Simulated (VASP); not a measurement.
# Be3Cd2O3 (P6/mmm) in VASP: single point with PBE

Aim: the single point of Be3Cd2O3 with PBE.

Program: VASP 6.6.1. These are calculated values, not measurements. Logs are shortened: lines on timing, memory, paths and dates and some standing lists are left out, and cuts for length are marked.

**1. The cell of the first run**

It takes space group P6/mmm (No. 191, hexagonal). The conventional cell has a = 5.102 Å, b = 5.102 Å, c = 6.471 Å, α = 90.00°, β = 90.00°, γ = 120.00°. Be (site symmetry 6/mmm) has 6 O at 2.55 Å and 6 Be at 2.95 Å within 3.4 Å. Within 2.0 Å of Be (site symmetry -6m2) lie 3 O at 1.47 Å. Within 3.9 Å of Cd (site symmetry -6m2) lie 3 Cd at 2.95 Å and 2 Be at 3.24 Å and 6 O at 3.56 Å. O (site symmetry mmm) has 2 Be at 1.47 Å within 2.0 Å.

**2. Single point, PBE**

Input file INCAR:

```
PREC = Accurate
ENCUT = 600
EDIFF = 1E-6
ISMEAR = 0
SIGMA = 0.2
LREAL = False
LASPH = True
NELM = 120
ALGO = Normal
ISIF = 2
LWAVE = False
LCHARG = False
GGA = PE
NBANDS = 34
GGA_COMPAT = False
```

Input file KPOINTS:

```
Automatic mesh
0
Gamma
  3 3 4
```

Input file POSCAR:

```
Be3Cd2O3
1.0
    5.1023206157     -0.0000000026      0.0000000000
   -2.5511603056      4.4187392728      0.0000000000
    0.0000000000      0.0000000000      6.4712085003
Be Cd O
3 2 3
Direct
    0.0000000000      0.0000000000      0.0000000000
    0.3333333333      0.6666666667      0.0000000000
    0.6666666667      0.3333333333      0.0000000000
    0.3333333333      0.6666666667      0.5000000000
    0.6666666667      0.3333333333      0.5000000000
    0.5000000000      0.0000000000      0.0000000000
    0.0000000000      0.5000000000      0.0000000000
    0.5000000000      0.5000000000      0.0000000000
```

Potentials or basis: VASP PAW PBE potentials, release 64 (Be, Cd, O).

Launch:

```console
> cat potpaw_PBE.64/Be/POTCAR potpaw_PBE.64/Cd/POTCAR potpaw_PBE.64/O/POTCAR > POTCAR
> mpirun -np 1 vasp_std > vasp.out
```

OUTCAR:

```text
PREC = Accurate
   ENCUT = 600
   EDIFF = 1E-6
   ISMEAR = 0
   LREAL = False
   LASPH = True
   NELM = 120
   ISIF = 2
   GGA = PE

 ion  position               nearest neighbor table
   1  0.000  0.000  0.000-
   2  0.333  0.667  0.000-   7 1.47   6 1.47   8 1.47
   3  0.667  0.333  0.000-   7 1.47   6 1.47   8 1.47
   4  0.333  0.667  0.500-   5 2.95   5 2.95   5 2.95
   5  0.667  0.333  0.500-   4 2.95   4 2.95   4 2.95
   6  0.500  0.000  0.000-   2 1.47   3 1.47
   7  0.000  0.500  0.000-   2 1.47   3 1.47
   8  0.500  0.500  0.000-   2 1.47   3 1.47

  LATTYP: Found a hexagonal cell.
 ALAT       =     5.1023206157
 C/A-ratio  =     1.2682873123

  Lattice vectors:

 A1 = (   5.1023206157,  -0.0000000026,   0.0000000000)
 A2 = (  -2.5511603056,   4.4187392728,   0.0000000000)
 A3 = (   0.0000000000,   0.0000000000,   6.4712085003)

Analysis of symmetry for initial positions (statically):
=====================================================================
 Subroutine PRICEL returns:
 Original cell was already a primitive cell.

 Routine SETGRP: Setting up the symmetry group for a
 hexagonal supercell.

 Subroutine GETGRP returns: Found 24 space group operations
 (whereof 24 operations were pure point group operations)
 out of a pool of 24 trial point group operations.

The static configuration has the point symmetry D_6h.

Analysis of symmetry for dynamics (positions and initial velocities):
=====================================================================
 Subroutine PRICEL returns:
 Original cell was already a primitive cell.

 Routine SETGRP: Setting up the symmetry group for a
 hexagonal supercell.

 Subroutine GETGRP returns: Found 24 space group operations
 (whereof 24 operations were pure point group operations)
 out of a pool of 24 trial point group operations.

The dynamic configuration has the point symmetry D_6h.

 Subroutine INISYM returns: Found 24 space group operations
 (whereof 24 operations are pure point group operations),
 and found     1 'primitive' translations

----------------------------------------------------------------------------------------

                                     Primitive cell

  volume of cell :     145.8987

  direct lattice vectors                    reciprocal lattice vectors
     5.102320616 -0.000000003  0.000000000     0.195989252  0.113154447  0.000000000
    -2.551160306  4.418739273  0.000000000     0.000000000  0.226308895  0.000000000
     0.000000000  0.000000000  6.471208500     0.000000000  0.000000000  0.154530641

  length of vectors
     5.102320616  5.102320616  6.471208500     0.226308895  0.226308895  0.154530641

  position of ions in fractional coordinates (direct lattice)
     0.000000000  0.000000000  0.000000000
     0.333333333  0.666666667  0.000000000
     0.666666667  0.333333333  0.000000000
     0.333333333  0.666666667  0.500000000
     0.666666667  0.333333333  0.500000000
     0.500000000  0.000000000  0.000000000
     0.000000000  0.500000000  0.000000000
     0.500000000  0.500000000  0.000000000

  ion indices of the primitive-cell ions
   primitive index   ion index
                 1           1
                 2           2
                 3           3
                 4           4
                 5           5
                 6           6
                 7           7
                 8           8

----------------------------------------------------------------------------------------

 KPOINTS: Automatic mesh

Automatic generation of k-mesh.
 Grid dimensions read from file:
 generate k-points for:    3    3    4

 Generating k-lattice:

  Cartesian coordinates                     Fractional coordinates (reciprocal lattice)
     0.065329751  0.037718149  0.000000000     0.333333333  0.000000000  0.000000000
     0.000000000  0.075436298  0.000000000     0.000000000  0.333333333  0.000000000
     0.000000000  0.000000000  0.038632660     0.000000000  0.000000000  0.250000000

  Length of vectors
     0.075436298  0.075436298  0.038632660

  Shift w.r.t. Gamma in fractional coordinates (k-lattice)
     0.000000000  0.000000000  0.000000000

 Subroutine IBZKPT returns following result:
 ===========================================

 Found      9 irreducible k-points:

 Following reciprocal coordinates:
            Coordinates               Weight
  0.000000  0.000000  0.000000      1.000000
  0.333333  0.000000  0.000000      6.000000
  0.333333  0.333333  0.000000      2.000000
  0.000000  0.000000  0.250000      2.000000
  0.333333  0.000000  0.250000     12.000000
  0.333333  0.333333  0.250000      4.000000
  0.000000  0.000000  0.500000      1.000000
  0.333333  0.000000  0.500000      6.000000
  0.333333  0.333333  0.500000      2.000000
   k-points           NKPTS =      9   k-points in BZ     NKDIM =      9   number of bands    NBANDS=     34
   number of dos      NEDOS =    301   number of ions     NIONS =      8
   total plane-waves  NPLWV =  95256
   dimension x,y,z NGX =    42 NGY =   42 NGZ =   54
   dimension x,y,z NGXF=    84 NGYF=   84 NGZF=  108
   ions per type =               3   2   3
   NGX,Y,Z   is equivalent  to a cutoff of  13.68, 13.68, 13.87 a.u.
   NGXF,Y,Z  is equivalent  to a cutoff of  27.37, 27.37, 27.75 a.u.
 SYSTEM =  unknown system
   PREC   = accura    normal or accurate (medium, high low for compatibility)
   ISTART =      0    job   : 0-new  1-cont  2-samecut
   ICHARG =      2    charge: 1-file 2-atom 10-const
   ISPIN  =      1    spin polarized calculation?
   LNONCOLLINEAR =      F non collinear calculations
   LSORBIT =      F    spin-orbit coupling
   LASPH  =      T    aspherical Exc in radial PAW
   ENCUT  =  600.0 eV  44.10 Ry    6.64 a.u.  10.19 10.19 12.92*2*pi/ulx,y,z
   NELM   =    120;   NELMIN=  2; NELMDL= -5     # of ELM steps
   EDIFF  = 0.1E-05   stopping-criterion for ELM
   LREAL  =      F    real-space projection
   EDIFFG = 0.1E-04   stopping-criterion for IOM
   NSW    =      0    number of steps for IOM
   IBRION =     -1    ionic relax: 0-MD 1-quasi-New 2-CG
   NFREE  =      0    steps in history (QN), initial steepest desc. (CG)
   ISIF   =      2    stress and relaxation
   ISYM   =      2    0-nonsym 1-usesym 2-fastsym
   POTIM  = 0.5000    time-step for ionic-motion
   TEBEG  =    0.0;   TEEND  =   0.0 temperature during run
   PSTRESS=    0.0 pullay stress
   NELECT =      48.0000    total number of electrons
   NUPDOWN=      -1.0000    fix difference up-down
   EMIN   =  10.00;   EMAX   =-10.00  energy-range for DOS
   EFERMI =   0.00;   METHOD = LEGACY
   ISMEAR =     0;   SIGMA  =   0.20  broadening in eV -4-tet -1-fermi 0-gaus
   EFERMI_NEDOS =   21; number of points for ismear=-14 and -15
   IALGO  =     38    algorithm
   IMIX   =      4    mixing-type and parameters
     AMIX     =   0.40;   BMIX     =  1.00
     AMIX_MAG =   1.60;   BMIX_MAG =  1.00
  volume/ion in A,a.u.               =      18.24       123.07
  Fermi-wavevector in a.u.,A,eV,Ry     =   1.130155  2.135684 17.378051  1.277251
  Thomas-Fermi vector in A             =   2.266851
   LORBIT       =      0    0 simple, 1 ext, 2 COOP (PROOUT), +10 PAW based schemes
   GGA     = PE    functional components
   LHFCALC =     F    Hartree Fock is set to
   AEXX    =    0.0000 exact exchange contribution
   IVDW    =     0    specifies the selected vdW correction
   LEPSILON=     F    determine dielectric tensor
   LRPA    =     F    only Hartree local field effects (RPA)
 non-spin polarized calculation
 Gauss-broadening in eV      SIGMA  =   0.20
  energy-cutoff  :      600.00
  volume of cell :      145.90
 maximum number of plane-waves:      4903
 NGX is ok and might be reduce to    42
   NGX = 21   NGY = 21   NGZ = 25

 number of electron      48.0000001 magnetization

 Free energy of the ion-electron system (eV)
  ---------------------------------------------------
  ext. energy  EPLUGINS =         0.00000000
  ---------------------------------------------------
  free energy    TOTEN  =       -35.52361736 eV

  energy without entropy =      -35.50764471  energy(sigma->0) =      -35.51563104

 E-fermi :   0.6273     XC(G=0):  -8.3900

 val. band max:        0.4311674279   @ k =   0.3333   0.0000   0.5000
 cond. band min:       0.7974072758   @ k =   0.3333   0.3333   0.0000
 fundamental gap:      0.3662398479
 Fermi energy:         0.6273347978

 k-point     1 :       0.0000    0.0000    0.0000
  band No.  band energies     occupation
      1     -17.9485      2.00000
      2     -17.0112      2.00000
      3     -17.0112      2.00000
      4      -7.6500      2.00000
      5      -7.4912      2.00000
      6      -7.4912      2.00000
[... 26 lines left out ...]
     33       7.3552      0.00000
     34       7.3552      0.00000

 k-point     2 :       0.3333    0.0000    0.0000
  band No.  band energies     occupation
      1     -17.7639      2.00000
      2     -17.2360      2.00000
      3     -17.0315      2.00000
      4      -7.7328      2.00000
      5      -7.6872      2.00000
      6      -7.5741      2.00000
[... 26 lines left out ...]
     33       8.7729      0.00000
     34       9.2122      0.00000

 k-point     3 :       0.3333    0.3333    0.0000
  band No.  band energies     occupation
      1     -17.5040      2.00000
      2     -17.5040      2.00000
      3     -17.0538      2.00000
      4      -7.8627      2.00000
      5      -7.6084      2.00000
      6      -7.6084      2.00000
[... 26 lines left out ...]
     33       8.0094      0.00000
     34       9.0925      0.00000

 k-point     4 :       0.0000    0.0000    0.2500
  band No.  band energies     occupation
      1     -17.9478      2.00000
      2     -17.0113      2.00000
      3     -17.0113      2.00000
      4      -7.6559      2.00000
      5      -7.4917      2.00000
      6      -7.4917      2.00000
[... 26 lines left out ...]
     33       6.8795      0.00000
     34       6.8795      0.00000

 k-point     5 :       0.3333    0.0000    0.2500
  band No.  band energies     occupation
      1     -17.7634      2.00000
      2     -17.2359      2.00000
      3     -17.0316      2.00000
      4      -7.7331      2.00000
      5      -7.6874      2.00000
      6      -7.5770      2.00000
[... 26 lines left out ...]
     33       8.3732      0.00000
     34       8.9794      0.00000

 k-point     6 :       0.3333    0.3333    0.2500
  band No.  band energies     occupation
      1     -17.5036      2.00000
      2     -17.5036      2.00000
      3     -17.0539      2.00000
      4      -7.8626      2.00000
      5      -7.6085      2.00000
      6      -7.6085      2.00000
[... 26 lines left out ...]
     33       7.6868      0.00000
     34       9.0085      0.00000

 k-point     7 :       0.0000    0.0000    0.5000
  band No.  band energies     occupation
      1     -17.9471      2.00000
      2     -17.0114      2.00000
      3     -17.0114      2.00000
      4      -7.6621      2.00000
      5      -7.4921      2.00000
      6      -7.4921      2.00000
[... 26 lines left out ...]
     33       6.3785      0.00000
     34       7.7564      0.00000

 k-point     8 :       0.3333    0.0000    0.5000
  band No.  band energies     occupation
      1     -17.7629      2.00000
      2     -17.2358      2.00000
      3     -17.0317      2.00000
      4      -7.7333      2.00000
      5      -7.6876      2.00000
      6      -7.5798      2.00000
[... 26 lines left out ...]
     33       7.9998      0.00000
     34       8.9821      0.00000

 k-point     9 :       0.3333    0.3333    0.5000
  band No.  band energies     occupation
      1     -17.5033      2.00000
      2     -17.5033      2.00000
      3     -17.0540      2.00000
      4      -7.8624      2.00000
      5      -7.6086      2.00000
      6      -7.6086      2.00000
[... 26 lines left out ...]
     33       7.4548      0.00000
     34       8.5030      0.00000

------------------------ aborting loop because EDIFF is reached ----------------------------------------

  FORCE on cell =-STRESS in cart. coord.  units (eV):
  Direction    XX          YY          ZZ          XY          YZ          ZX
  --------------------------------------------------------------------------------------
  -------------------------------------------------------------------------------------
  Total       -0.1619469     -0.1619469      0.5663522      0.0000000      0.0000000      0.0000000
  in kB       -1.7784091     -1.7784091      6.2193592      0.0000000      0.0000000      0.0000000
  external PRESSURE =       0.8875137 kB  Pullay stress =       0.0000000 kB

 VOLUME and BASIS-vectors are now :
 -----------------------------------------------------------------------------
  energy-cutoff  :      600.00
  volume of cell :      145.90
      direct lattice vectors                 reciprocal lattice vectors
     5.102320616 -0.000000003  0.000000000     0.195989252  0.113154447  0.000000000
    -2.551160306  4.418739273  0.000000000     0.000000000  0.226308895  0.000000000
     0.000000000  0.000000000  6.471208500     0.000000000  0.000000000  0.154530641

 POSITION                                       TOTAL-FORCE (eV/Angst)
 -----------------------------------------------------------------------------------
      0.00000      0.00000      0.00000        -0.000000      0.000000      0.000000
      0.00000      2.94583      0.00000        -0.000000     -0.000000      0.000000
      2.55116      1.47291      0.00000         0.000000      0.000000      0.000000
      0.00000      2.94583      3.23560         0.000000      0.000000      0.000000
      2.55116      1.47291      3.23560        -0.000000      0.000000     -0.000000
      2.55116     -0.00000      0.00000        -0.000000      0.000000      0.000000
     -1.27558      2.20937      0.00000        -0.000000      0.000000      0.000000
      1.27558      2.20937      0.00000        -0.000000      0.000000      0.000000
 -----------------------------------------------------------------------------------
    total drift:                                0.000000     -0.000000     -0.000000

  FREE ENERGIE OF THE ION-ELECTRON SYSTEM (eV)
  ---------------------------------------------------
  free  energy   TOTEN  =       -35.5236173617 eV

  energy  without entropy=      -35.5076447109  energy(sigma->0) =      -35.51563104
```

It took 29 s on 1 thread of Intel Xeon 6975P-C (Granite Rapids), shared host; peak memory 0.31 GiB.

Results:

* Free energy: -35.5236 eV
* Pressure: 0.1 GPa
* Band gap on the k mesh: 0.37 eV, indirect (least direct gap 0.62 eV)

Levels at points of the mesh, in eV from the valence-band top:
```csv
k point,band 21,band 22,band 23,band 24,band 25,band 26,band 27,band 28
"(0.00, 0.00, 0.00)",-1.76,-1.76,-0.65,-0.38,2.16,3.49,3.49,3.50
"(0.00, 0.00, 0.50)",-1.82,-1.82,-0.95,-0.65,2.31,2.86,3.06,3.72
```

Caveat: the k points lie up to 0.47 Å⁻¹ apart. A k mesh can miss the band edges.
